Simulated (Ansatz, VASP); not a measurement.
**One calculation of Pb, two programs**

```
Pb
1.0
    -1.97966    1.97966    1.97966
     1.97966   -1.97966    1.97966
     1.97966    1.97966   -1.97966
Pb
1
Direct
  0.00000 0.00000 0.00000
```

Alike in both runs: functional PBE; k mesh 7 × 7 × 7; occupations fermi-dirac, width 0.05 eV; non-collinear spin, spin-orbit coupling.

```csv
,VASP,Ansatz
version,VASP 6.6.1,Ansatz 0.2.0
potentials or method,"VASP PAW PBE potentials, release 64 (Pb_d)",Ansatz PAW
plane-wave cutoff (eV),520,420
valence electrons in the cell,14,14
task,single point,band structure
```

|  | VASP | Ansatz | Ansatz less VASP |
| --- | --- | --- | --- |
| pressure (GPa) | 1.2 | 1.2 | 0.00 |
| net moment per atom (μB) | 0.00 | 0.00 | 0.000 |
